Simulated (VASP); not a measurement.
**TaN: single point with PBE**

Crystal: TaN.

```
Ta N
1.0
     0.00000    2.11086    2.32195
     2.11086    0.00000    2.32195
     2.11086    2.11086    0.00000
Ta N
1 1
Direct
  0.50000 0.50000 0.50000
  0.00000 0.00000 0.00000
```

This cell differs from its parent crystal: ratio of the length along z to the lengths across it x 1.1, volume and fractional coordinates fixed.

```yaml
Program: VASP 6.6.1
Task: single point
Functional: PBE
Potentials_or_basis: VASP PAW PBE potentials, release 64 (Ta_pv, N)
Cutoff: 600 eV
k_mesh: 20 × 20 × 20
Occupations: gaussian, width 0.15 eV
Spin: no spin polarisation
Dipole_correction: no
Further_INCAR_settings: ALGO = Normal; EDIFF = 1e-06; NBANDS = 15
```

```json
{
  "Pressure": "23.5 GPa",
  "Band gap on the k mesh": "zero (bands 8 and 9 overlap by 3.72 eV)"
}
```

Stress tensor (GPa, compression positive):
```
38.91  0.00  0.00
 0.00 38.91  0.00
 0.00  0.00 -7.18
```

Levels at points of the mesh, in eV from the Fermi level:
```tsv
k point	band 5	band 6	band 7	band 8	band 9	band 10	band 11	band 12
(0.00, 0.00, 0.00)	-4.10	-3.72	-3.72	-2.89	-1.64	-1.64	-1.43	0.81
(0.50, 0.00, 0.00)	-10.56	-7.86	-7.79	1.85	2.18	2.60	3.86	6.29
(0.50, 0.50, 0.00)	-7.23	-5.51	-4.34	-4.34	2.27	3.70	3.70	4.64
(0.50, 0.00, 0.50)	-6.27	-5.58	-4.93	-4.60	1.84	2.98	4.48	5.57
```

Wall time 89 s on 1 thread of Intel(R) Xeon(R) 6975P-C (Granite Rapids), with other jobs on the host, peak memory 0.36 GiB.

Caveat: the stress differs along the axes, from -7 to 39 GPa; spin-orbit coupling is left out, which moves the levels of the heavy elements.
